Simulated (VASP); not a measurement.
Write the native input for VASP 6.6.1 that does the following.

| Quantity | Value |
| --- | --- |
| Task | single point |
| Functional | BLYP |
| Dispersion | D3(BJ) |
| Potentials or basis | VASP PAW PBE potentials, release 64 (In_d, Se) |
| Cutoff | 520 eV |
| k mesh | 6 × 6 × 6 |
| Occupations | gaussian, width 0.01 eV |
| Spin | no spin polarisation |
| Dipole correction | no |
| Further INCAR settings | ALGO = Normal; EDIFF = 1e-07; NBANDS = 27 |

The structure of InSe lies in POSCAR:

```
InSe
1.0
    8.4381278179     -0.1140041689     -0.0682398845
    7.5057455980      3.8573023008     -0.0682398845
    7.5057455980      1.7621968478      3.4319236575
In Se
2 2
Direct
   -0.0016773024     -0.0016773024     -0.0016773024
    0.1131436197      0.1131436197      0.1131436197
    0.6126616260      0.6126616260      0.6126616260
    0.8318720567      0.8318720567      0.8318720567
```

These files were run (other wordings do the same):

INCAR

```
  PREC = Accurate
  ENCUT = 520
  EDIFF = 1E-7
  ISMEAR = 0
  SIGMA = 0.01
  LREAL = False
  LASPH = True
  NELM = 100
  ALGO = Normal
  ISIF = 2
  LWAVE = False
  LCHARG = False
  GGA = B5
  ALDAX = 1.0
  AGGAX = 1.0
  AGGAC = 1.0
  ALDAC = 0.0
  IVDW = 12
  VDW_S6 = 1.0
  VDW_S8 = 2.6996
  VDW_A1 = 0.4298
  VDW_A2 = 4.2359
  NBANDS = 27
```

KPOINTS

```
regular mesh
0
Gamma
  6 6 6
```

Potentials or basis: VASP PAW PBE potentials, release 64 (In_d, Se).

The run is started by

```bash
$ cat potpaw_PBE.64/In_d/POTCAR potpaw_PBE.64/Se/POTCAR > POTCAR
$ mpirun -np 1 vasp_std > vasp.out
```

It gave:

```yaml
Pressure: 0.1 GPa
Largest_force: 0.027 eV/Å
Band_gap_on_the_k_mesh: 0.11 eV
Dispersion_energy_per_atom: -0.700 eV
```

Caveat: the PAW data sets were made with another functional, which shifts forces and pressure a little; spin-orbit coupling is left out, which moves the levels of the heavy elements.

Wall time 12 min on 1 thread of Intel Xeon 8259CL (shared host), peak memory 0.55 GiB.
